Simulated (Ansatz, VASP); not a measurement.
Two plane-wave programs on ScAl3

File INCAR:

```
PREC = Accurate ; ENCUT = 520
EDIFF = 1E-7 ; ISMEAR = 0
SIGMA = 0.15 ; LREAL = F
LASPH = T ; NELM = 80
ALGO = Fast ; ISIF = 2
LWAVE = F ; LCHARG = F
GGA = PE ; NBANDS = 18
```

KPOINTS

```
Automatic mesh
0
Gamma
  12 12 12
```

Contents of POSCAR:

```
ScAl3
1.0
    3.9411173729      0.0000000000      0.0000000000
    0.0000000000      4.2695438207      0.0000000000
    0.0000000000      0.0000000000      4.1053305968
Sc Al
1 3
Direct
    0.0000000000      0.0000000000      0.0000000000
    0.5000000000      0.0000000000      0.5000000000
    0.0000000000      0.5000000000      0.5000000000
    0.5000000000      0.5000000000      0.0000000000
```

Input for Ansatz:

```yaml
crystal:
  lattice:
    - [3.9411173729, 0.0, 0.0]
    - [0.0, 4.2695438207, 0.0]
    - [0.0, 0.0, 4.1053305968]
  atoms:
    - { symbol: Sc, position: [0.0, 0.0, 0.0] }
    - { symbol: Al, position: [0.5, 0.0, 0.5] }
    - { symbol: Al, position: [0.0, 0.5, 0.5] }
    - { symbol: Al, position: [0.5, 0.5, 0.0] }
basis:
  ecutwfc: 420
kpoints:
  mp_grid: { grid: [12, 12, 12] }
hamiltonian:
  xc: pbe
scf:
  occupations: { method: gaussian, width: 0.15 }
output:
  forces: true
  stress: true
  eigenvalues: true
```

Change from the starting cell: strain -0.0400 x Voigt [1, -1, 0, 0, 0, 0], atoms carried along.

Alike in both runs: task single point; functional PBE; k mesh 12 × 12 × 12; occupations gaussian, width 0.15 eV; no spin polarisation.

|  | VASP | Ansatz |
| --- | --- | --- |
| version | VASP 6.6.1 | Ansatz 0.2.0 |
| potentials or method | VASP PAW PBE potentials, release 64 (Sc_sv, Al), cutoff 520 eV | scalar-relativistic, plane waves, PAW |
| valence electrons in the cell | 20 | 20 |

Ansatz gave:

```
gap on the k mesh at the Fermi level (eV)                     : none
pressure (GPa)                                                : 0.5
traceless stress, the component that is largest in VASP (GPa) : -5.63
```

Estimate VASP's values.

gap on the k mesh at the Fermi level (eV): none; pressure (GPa): 0.5; traceless stress, the component that is largest in VASP (GPa): -5.64.

A gap of «none» marks a metal or a gap that the smearing closes.
